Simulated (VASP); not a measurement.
A run of VASP 6.6.1:

INCAR

```
SYSTEM = Ta
PREC = Accurate
ENCUT = 500
EDIFF = 1E-8
ISMEAR = -1
SIGMA = 0.05
LREAL = .False.
LASPH = .True.
NELM = 120
ALGO = Normal
ISIF = 3
LWAVE = .False.
LCHARG = .True.
GGA = PS
NBANDS = 20
IBRION = 6
NFREE = 2
POTIM = 0.015
NSW = 1
GGA_COMPAT = .False.
```

Contents of KPOINTS:

```
Automatic mesh
0
Gamma
  8 8 4
  0 0 0
```

Contents of POSCAR:

```
Ta
1.0
    2.9003720726      0.0000000000      0.0000000000
   -1.4501860363      2.5117958953      0.0000000000
    0.0000000000      0.0000000000      5.1662740000
Ta
2
Direct
    0.3333333333      0.6666666667      0.2500000000
    0.6666666667      0.3333333333      0.7500000000
```

Potentials or basis: VASP PAW PBE potentials, release 64 (Ta_sv_GW).

Command:

```bash
$ cat potpaw_PBE.64/Ta_sv_GW/POTCAR > POTCAR
$ mpirun -np 1 vasp_std > vasp.out
```

Hardware: 1 thread of Intel(R) Xeon(R) Platinum 8259CL CPU @ 2.50GHz (Skylake/Cascade Lake), with other jobs on the host.

Problem. Estimate the wall time of this run.

Solution. Wall time 16 min on 1 thread of Intel(R) Xeon(R) Platinum 8259CL CPU @ 2.50GHz (Skylake/Cascade Lake), on a shared host, peak memory 0.27 GiB. Counts: scf iterations 247, k points 30.
